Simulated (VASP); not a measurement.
# Ca (Fm-3m) in VASP: further runs

Ca is run at these levels: PBE; tasks: single point, relaxation of cell and atoms.

Everything below comes from runs of VASP 6.6.1. Logs are shortened: lines on timing, memory, paths and dates and some standing lists are left out, and cuts for length are marked.

**1. The cell of the first run**

The structure is cubic, space group Fm-3m (No. 225). Conventional cell: a = 5.567 Å, b = 5.567 Å, c = 5.567 Å, α = 90.00°, β = 90.00°, γ = 90.00°. Within 5.2 Å of Ca (site symmetry m-3m) lie 12 Ca at 3.94 Å.

**2. Single point, PBE**

INCAR

```
  PREC = Accurate
  ENCUT = 520
  EDIFF = 1E-7
  ISMEAR = -1
  SIGMA = 0.08
  LREAL = False
  LASPH = True
  NELM = 100
  ALGO = Normal
  ISIF = 2
  LWAVE = False
  LCHARG = False
  GGA = PE
  NBANDS = 11
```

KPOINTS

```
regular mesh
0
Gamma
  12 12 12
```

POSCAR

```
Ca
1.0
    0.0000000000      2.7837274457      2.7837274457
    2.7837274457      0.0000000000      2.7837274457
    2.7837274457      2.7837274457      0.0000000000
Ca
1
Direct
    0.0000000000      0.0000000000      0.0000000000
```

Potentials or basis: VASP PAW PBE potentials, release 64 (Ca_sv).

Run with:

```bash
cat potpaw_PBE.64/Ca_sv/POTCAR > POTCAR
mpirun -np 1 vasp_std > vasp.out
```

OUTCAR:

```text
PREC = Accurate
   ENCUT = 520
   EDIFF = 1E-7
   ISMEAR = -1
   LREAL = False
   LASPH = True
   NELM = 100
   ISIF = 2
   GGA = PE

 ion  position               nearest neighbor table
   1  0.000  0.000  0.000-

  LATTYP: Found a face centered cubic cell.
 ALAT       =     5.5674548914

  Lattice vectors:

 A1 = (   0.0000000000,   2.7837274457,   2.7837274457)
 A2 = (   2.7837274457,   0.0000000000,   2.7837274457)
 A3 = (   2.7837274457,   2.7837274457,   0.0000000000)

Analysis of symmetry for initial positions (statically):
=====================================================================
 Subroutine PRICEL returns:
 Original cell was already a primitive cell.

 Routine SETGRP: Setting up the symmetry group for a
 face centered cubic supercell.

 Subroutine GETGRP returns: Found 48 space group operations
 (whereof 48 operations were pure point group operations)
 out of a pool of 48 trial point group operations.

The static configuration has the point symmetry O_h .

Analysis of symmetry for dynamics (positions and initial velocities):
=====================================================================
 Subroutine PRICEL returns:
 Original cell was already a primitive cell.

 Routine SETGRP: Setting up the symmetry group for a
 face centered cubic supercell.

 Subroutine GETGRP returns: Found 48 space group operations
 (whereof 48 operations were pure point group operations)
 out of a pool of 48 trial point group operations.

The dynamic configuration has the point symmetry O_h .

 Subroutine INISYM returns: Found 48 space group operations
 (whereof 48 operations are pure point group operations),
 and found     1 'primitive' translations

----------------------------------------------------------------------------------------

                                     Primitive cell

  volume of cell :      43.1430

  direct lattice vectors                    reciprocal lattice vectors
     0.000000000  2.783727446  2.783727446    -0.179615286  0.179615286  0.179615286
     2.783727446  0.000000000  2.783727446     0.179615286 -0.179615286  0.179615286
     2.783727446  2.783727446  0.000000000     0.179615286  0.179615286 -0.179615286

  length of vectors
     3.936785108  3.936785108  3.936785108     0.311102800  0.311102800  0.311102800

  position of ions in fractional coordinates (direct lattice)
     0.000000000  0.000000000  0.000000000

  ion indices of the primitive-cell ions
   primitive index   ion index
                 1           1

----------------------------------------------------------------------------------------

 KPOINTS: regular mesh

Automatic generation of k-mesh.
 Grid dimensions read from file:
 generate k-points for:   12   12   12

 Generating k-lattice:

  Cartesian coordinates                     Fractional coordinates (reciprocal lattice)
    -0.014967940  0.014967940  0.014967940     0.083333333  0.000000000  0.000000000
     0.014967940 -0.014967940  0.014967940     0.000000000  0.083333333  0.000000000
     0.014967940  0.014967940 -0.014967940     0.000000000  0.000000000  0.083333333

  Length of vectors
     0.025925233  0.025925233  0.025925233

  Shift w.r.t. Gamma in fractional coordinates (k-lattice)
     0.000000000  0.000000000  0.000000000

 Subroutine IBZKPT returns following result:
 ===========================================

 Found     72 irreducible k-points:

 Following reciprocal coordinates:
            Coordinates               Weight
  0.000000  0.000000  0.000000      1.000000
  0.083333  0.000000  0.000000      8.000000
  0.166667  0.000000  0.000000      8.000000
  0.250000  0.000000  0.000000      8.000000
  0.333333  0.000000  0.000000      8.000000
  0.416667  0.000000  0.000000      8.000000
[... 16 lines left out ...]
  0.500000  0.166667  0.000000     24.000000
 -0.416667  0.166667  0.000000     24.000000
 [... further k-points ...]
   k-points           NKPTS =     72   k-points in BZ     NKDIM =     72   number of bands    NBANDS=     11
   number of dos      NEDOS =    301   number of ions     NIONS =      1
   total plane-waves  NPLWV =  27000
   dimension x,y,z NGX =    30 NGY =   30 NGZ =   30
   dimension x,y,z NGXF=    60 NGYF=   60 NGZF=   60
   ions per type =               1
   NGX,Y,Z   is equivalent  to a cutoff of  12.67, 12.67, 12.67 a.u.
   NGXF,Y,Z  is equivalent  to a cutoff of  25.34, 25.34, 25.34 a.u.
 SYSTEM =  unknown system
   PREC   = accura    normal or accurate (medium, high low for compatibility)
   ISTART =      0    job   : 0-new  1-cont  2-samecut
   ICHARG =      2    charge: 1-file 2-atom 10-const
   ISPIN  =      1    spin polarized calculation?
   LNONCOLLINEAR =      F non collinear calculations
   LSORBIT =      F    spin-orbit coupling
   LASPH  =      T    aspherical Exc in radial PAW
   ENCUT  =  520.0 eV  38.22 Ry    6.18 a.u.   7.32  7.32  7.32*2*pi/ulx,y,z
   NELM   =    100;   NELMIN=  2; NELMDL= -5     # of ELM steps
   EDIFF  = 0.1E-06   stopping-criterion for ELM
   LREAL  =      F    real-space projection
   EDIFFG = 0.1E-05   stopping-criterion for IOM
   NSW    =      0    number of steps for IOM
   IBRION =     -1    ionic relax: 0-MD 1-quasi-New 2-CG
   NFREE  =      0    steps in history (QN), initial steepest desc. (CG)
   ISIF   =      2    stress and relaxation
   ISYM   =      2    0-nonsym 1-usesym 2-fastsym
   POTIM  = 0.5000    time-step for ionic-motion
   TEBEG  =    0.0;   TEEND  =   0.0 temperature during run
   PSTRESS=    0.0 pullay stress
   NELECT =      10.0000    total number of electrons
   NUPDOWN=      -1.0000    fix difference up-down
   EMIN   =  10.00;   EMAX   =-10.00  energy-range for DOS
   EFERMI =   0.00;   METHOD = LEGACY
   ISMEAR =    -1;   SIGMA  =   0.08  broadening in eV -4-tet -1-fermi 0-gaus
   EFERMI_NEDOS =   21; number of points for ismear=-14 and -15
   IALGO  =     38    algorithm
   IMIX   =      4    mixing-type and parameters
     AMIX     =   0.40;   BMIX     =  1.00
     AMIX_MAG =   1.60;   BMIX_MAG =  1.00
  volume/ion in A,a.u.               =      43.14       291.14
  Fermi-wavevector in a.u.,A,eV,Ry     =   1.005630  1.900365 13.759453  1.011291
  Thomas-Fermi vector in A             =   2.138321
   LORBIT       =      0    0 simple, 1 ext, 2 COOP (PROOUT), +10 PAW based schemes
   GGA     = PE    functional components
   LHFCALC =     F    Hartree Fock is set to
   AEXX    =    0.0000 exact exchange contribution
   IVDW    =     0    specifies the selected vdW correction
   LEPSILON=     F    determine dielectric tensor
   LRPA    =     F    only Hartree local field effects (RPA)
 non-spin polarized calculation
  energy-cutoff  :      520.00
  volume of cell :       43.14
 maximum number of plane-waves:      1211
 NGX is ok and might be reduce to    30
   NGX = 15   NGY = 15   NGZ = 15

 number of electron      10.0000000 magnetization

 number of electron       9.9999998 magnetization

 Free energy of the ion-electron system (eV)
  ---------------------------------------------------
  ext. energy  EPLUGINS =         0.00000000
  ---------------------------------------------------
  free energy    TOTEN  =        -1.94198814 eV

  energy without entropy =       -1.91425171  energy(sigma->0) =       -1.92811992

 E-fermi :   1.8730     XC(G=0):  -7.6672

 val. band max:        1.8643082115   @ k =  -0.4167   0.1667   0.0000
 cond. band min:       1.8758281713   @ k =  -0.3333   0.5000   0.1667
 fundamental gap:      0.0115199598
 Fermi energy:         1.8730444256

 k-point     1 :       0.0000    0.0000    0.0000
  band No.  band energies     occupation
      1     -40.1904      2.00000
      2     -21.1104      2.00000
      3     -21.1104      2.00000
      4     -21.1104      2.00000
      5      -2.1127      2.00000
      6       4.1830      0.00000
      7       4.1830      0.00000
      8       4.1830      0.00000
      9       5.2260      0.00000
     10       5.2260      0.00000
     11      10.8956      0.00000

 k-point     2 :       0.0833    0.0000    0.0000
  band No.  band energies     occupation
      1     -40.1896      2.00000
      2     -21.1191      2.00000
      3     -21.1116      2.00000
      4     -21.1116      2.00000
      5      -1.9960      2.00000
      6       4.0581      0.00000
      7       4.2269      0.00000
      8       4.2269      0.00000
      9       5.1884      0.00000
     10       5.1884      0.00000
     11      11.0241      0.00000

 k-point     3 :       0.1667    0.0000    0.0000
  band No.  band energies     occupation
      1     -40.1874      2.00000
      2     -21.1426      2.00000
      3     -21.1148      2.00000
      4     -21.1148      2.00000
      5      -1.6538      2.00000
      6       3.7296      0.00000
      7       4.3127      0.00000
      8       4.3127      0.00000
      9       5.1393      0.00000
     10       5.1393      0.00000
     11      10.4236      0.00000

 k-point     4 :       0.2500    0.0000    0.0000
  band No.  band energies     occupation
      1     -40.1843      2.00000
      2     -21.1745      2.00000
      3     -21.1193      2.00000
      4     -21.1193      2.00000
      5      -1.1099      2.00000
      6       3.2800      0.00000
      7       4.3144      0.00000
      8       4.3144      0.00000
      9       5.2369      0.00000
     10       5.2369      0.00000
     11       9.1194      0.00000
[... 239 lines left out ...]
 k-point    22 :       0.4167    0.1667    0.0000
  band No.  band energies     occupation
      1     -40.1788      2.00000
      2     -21.2110      2.00000
      3     -21.1400      2.00000
      4     -21.1353      2.00000
      5       0.1950      2.00000
      6       2.5794      0.00029
      7       3.7302      0.00000
      8       4.4570      0.00000
      9       5.5042      0.00000
     10       5.8621      0.00000
     11       7.6410      0.00000

 k-point    23 :       0.5000    0.1667    0.0000
  band No.  band energies     occupation
      1     -40.1772      2.00000
      2     -21.2247      2.00000
      3     -21.1468      2.00000
      4     -21.1354      2.00000
      5       0.9592      1.99998
      6       2.0257      0.25827
      7       3.6334      0.00000
      8       4.3718      0.00000
      9       5.9116      0.00000
     10       5.9192      0.00000
     11       6.9023      0.00000

 k-point    24 :      -0.4167    0.1667    0.0000
  band No.  band energies     occupation
      1     -40.1770      2.00000
      2     -21.2258      2.00000
      3     -21.1510      2.00000
      4     -21.1328      2.00000
      5       1.1784      1.99966
      6       1.8643      1.05455
      7       3.5954      0.00000
      8       4.3408      0.00000
      9       5.7401      0.00000
     10       6.1204      0.00000
     11       6.8662      0.00000

 [... further k-points ...]
[... 5 lines left out ...]
  --------------------------------------------------------------------------------------
  -------------------------------------------------------------------------------------
  Total       -0.0967346     -0.0967346     -0.0967346     -0.0000000      0.0000000      0.0000000
  in kB       -3.5923819     -3.5923819     -3.5923819     -0.0000000      0.0000000      0.0000000
  external PRESSURE =      -3.5923819 kB  Pullay stress =       0.0000000 kB

 VOLUME and BASIS-vectors are now :
 -----------------------------------------------------------------------------
  energy-cutoff  :      520.00
  volume of cell :       43.14
      direct lattice vectors                 reciprocal lattice vectors
     0.000000000  2.783727446  2.783727446    -0.179615286  0.179615286  0.179615286
     2.783727446  0.000000000  2.783727446     0.179615286 -0.179615286  0.179615286
     2.783727446  2.783727446  0.000000000     0.179615286  0.179615286 -0.179615286

 POSITION                                       TOTAL-FORCE (eV/Angst)
 -----------------------------------------------------------------------------------
      0.00000      0.00000      0.00000         0.000000     -0.000000      0.000000
 -----------------------------------------------------------------------------------
    total drift:                               -0.000000     -0.000000      0.000000

  FREE ENERGIE OF THE ION-ELECTRON SYSTEM (eV)
  ---------------------------------------------------
  free  energy   TOTEN  =        -1.9419881373 eV

  energy  without entropy=       -1.9142517052  energy(sigma->0) =       -1.92811992
```

Wall time 58 s (1 thread of Intel Xeon 8259CL, shared host); peak memory 0.19 GiB.

What came out:

```
Free energy            : -1.9420 eV
Pressure               : -0.4 GPa
Band gap on the k mesh : zero (bands 5 and 6 overlap by 0.39 eV)
```

**3. Relaxation of cell and atoms, PBE, target pressure -0.37 GPa, at which the enthalpy is minimised**

INCAR

```
PREC     = Accurate       # precision mode
ENCUT    = 600            # plane-wave cutoff, eV
EDIFF    = 1E-6           # SCF threshold, eV
ISMEAR   = -1             # smearing method
SIGMA    = 0.08           # smearing width, eV
LREAL    = False          # projectors in reciprocal space
LASPH    = True           # aspherical terms in the spheres
NELM     = 60             # most SCF steps
ALGO     = Normal         # electronic algorithm
ISIF     = 3              # what is computed and relaxed
LWAVE    = False          # write WAVECAR
LCHARG   = False          # write CHGCAR
GGA      = PE             # functional
IBRION   = 2              # ionic algorithm
NSW      = 60             # ionic steps
EDIFFG   = -0.005         # ionic threshold
PSTRESS  = -3.7
```

KPOINTS is that of step 2.

POSCAR is that of step 2.

Potentials or basis: VASP PAW PBE potentials, release 64 (Ca_sv).

Run with:

```bash
cat potpaw_PBE.64/Ca_sv/POTCAR > POTCAR
mpirun -np 1 vasp_std > vasp.out
```

Run time: 37 s. Hardware: 1 thread of Intel Xeon 8259CL, shared host; peak memory 0.19 GiB.

It converged, with:

```yaml
Free_energy: -1.9420 eV
Pressure_after_relaxing: -0.4 GPa
Band_gap_on_the_k_mesh: zero (bands 5 and 6 overlap by 0.39 eV)
```

Final structure:
```yaml
crystal:
  lattice:
    - [0.00000, 2.78373, 2.78373]
    - [2.78373, 0.00000, 2.78373]
    - [2.78373, 2.78373, 0.00000]
  atoms:
    - { symbol: Ca, position: [0.00000, 0.00000, 0.00000] }
```

Levels at points of the mesh, in eV from the Fermi level:
```
           k point  band 3  band 4  band 5  band 6  band 7  band 8
(0.00, 0.00, 0.00)  -22.98  -22.98   -3.99    2.31    2.31    2.31
(0.50, 0.00, 0.00)  -23.00  -23.00   -0.98   -0.18    2.20    2.20
(0.50, 0.50, 0.00)  -23.03  -23.03   -0.43    0.59    0.93    4.01
```

Caveat: the cell is relaxed towards a set pressure, so the run minimises the enthalpy, not the energy.
